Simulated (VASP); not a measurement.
CuI, 2 atoms in the cell. The structure is tetragonal, space group I-4m2 (No. 119). The conventional cell has a = 4.260 Å, b = 4.260 Å, c = 6.265 Å, α = 90.00°, β = 90.00°, γ = 90.00°. Within 3.5 Å of Cu (site symmetry -4m2) lie 4 I at 2.64 Å. I (site symmetry -4m2) has 4 Cu at 2.64 Å within 3.5 Å.  This cell differs from its parent crystal: uniaxial x strain +4.0%.

| Property | Result |
| --- | --- |
| Program | VASP 6.6.1 |
| Task | single point |
| Functional | PBE |
| Potentials or basis | VASP PAW PBE potentials, release 64 (Cu, I) |
| Cutoff | 520 eV |
| k mesh | 8 × 8 × 8 |
| Occupations | fermi-dirac, width 0.02 eV |
| Spin | no spin polarisation |
| Dipole correction | no |
| Further INCAR settings | ALGO = Normal; EDIFF = 1e-07; NBANDS = 16 |

Potentials or basis: VASP PAW PBE potentials, release 64 (Cu, I).

The run is started by

```sh
$ cat potpaw_PBE.64/Cu/POTCAR potpaw_PBE.64/I/POTCAR > POTCAR
$ mpirun -np 1 vasp_std > vasp.out
```

Hardware: 1 thread of Intel Xeon 8259CL, on a shared host.

Question: How long does it take, and how much memory?

Answer: It took 64 s on 1 thread of Intel Xeon 8259CL, on a shared host, peak memory 0.21 GiB. Counts: scf iterations 15, k points 59.
